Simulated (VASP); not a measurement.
Input of a VASP 6.6.1 run:

The input INCAR:

```
SYSTEM = Sc3Al11
PREC = Accurate
ENCUT = 520
EDIFF = 1E-7
ISMEAR = 0
SIGMA = 0.1
LREAL = .False.
LASPH = .True.
NELM = 100
ALGO = Normal
ISIF = 2
LWAVE = .False.
LCHARG = .False.
LDIPOL = .True.
IDIPOL = 3
DIPOL = 0.5 0.5 0.500
GGA = PE
NBANDS = 46
```

Contents of KPOINTS:

```
regular mesh
0
Gamma
  9 9 1
  0 0 0
```

Contents of POSCAR:

```
Sc3Al11
1.0
    4.1053305961      0.0000000000      0.0000000000
    0.0000000000      4.1053305961      0.0000000000
    0.0000000000      0.0000000000     27.3159917883
Al Sc
11 3
Direct
    0.0000000000      0.5000000000      0.2720099418
    0.5000000000      0.0000000000      0.2720099418
    0.5000000000      0.5000000000      0.3477374006
    0.0000000000      0.5000000000      0.4242198642
    0.5000000000      0.0000000000      0.4242198642
    0.5000000000      0.5000000000      0.4999999925
    0.0000000000      0.5000000000      0.5757801221
    0.5000000000      0.0000000000      0.5757801221
    0.5000000000      0.5000000000      0.6522626026
    0.0000000000      0.5000000000      0.7279900768
    0.5000000000      0.0000000000      0.7279900768
    0.0000000000      0.0000000000      0.3495042319
    0.0000000000      0.0000000000      0.4999999937
    0.0000000000      0.0000000000      0.6504957688
```

Potentials or basis: VASP PAW PBE potentials, release 64 (Al, Sc_sv).

Launch:

```sh
$ cat potpaw_PBE.64/Al/POTCAR potpaw_PBE.64/Sc_sv/POTCAR > POTCAR
$ mpirun -np 1 vasp_std > vasp.out
```

Predict the largest force.

0.010 eV/Å.

Predict the band gap on the k mesh.

zero (bands 33 and 34 overlap by 1.53 eV).

Forces on the atoms (eV/Å):
```
Al   0.000  0.000 -0.005
Al   0.000  0.000 -0.005
Al   0.000  0.000 -0.010
Al   0.000  0.000 -0.001
Al   0.000  0.000 -0.001
Al   0.000  0.000  0.000
Al   0.000  0.000  0.001
Al   0.000  0.000  0.001
Al   0.000  0.000  0.010
Al   0.000  0.000  0.005
Al   0.000  0.000  0.005
Sc   0.000  0.000  0.005
Sc   0.000  0.000  0.000
Sc   0.000  0.000 -0.005
```
